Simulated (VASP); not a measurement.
Ti: single point with LDA

Ti:

```xyz
1
Lattice="0.0000 2.0546 2.0546 2.0546 0.0000 2.0546 2.0546 2.0546 0.0000" Properties=species:S:1:pos:R:3 pbc="T T T"
Ti    0.0000    0.0000    0.0000
```

```
Program                : VASP 6.6.1
Task                   : single point
Functional             : LDA
Potentials or basis    : VASP PAW LDA potentials, release 64 (Ti_sv)
Cutoff                 : 520 eV
k mesh                 : 14 × 14 × 14
Occupations            : fermi-dirac, width 0.03 eV
Spin                   : no spin polarisation
Dipole correction      : no
Further INCAR settings : ALGO = Normal; EDIFF = 1e-07; NBANDS = 12
```

```yaml
Pressure: -8.6 GPa
Band_gap_on_the_k_mesh: zero (band 6 reaches 8.84 eV, above the bottom of band 7 at 7.58 eV)
```

Levels at points of the mesh, in eV from the Fermi level:
| k point | band 4 | band 5 | band 6 | band 7 | band 8 | band 9 |
| --- | --- | --- | --- | --- | --- | --- |
| (0.00, 0.00, 0.00) | -32.24 | -6.01 | 0.85 | 0.85 | 0.85 | 2.46 |
| (0.50, 0.00, 0.00) | -32.33 | -2.58 | 0.72 | 0.72 | 0.75 | 3.56 |
| (0.50, 0.50, 0.00) | -32.48 | -2.58 | -1.72 | 2.93 | 3.53 | 3.85 |

It took 12 s on 1 thread of Intel(R) Xeon(R) Platinum 8488C (Sapphire Rapids), on a shared host, peak memory 0.13 GiB.
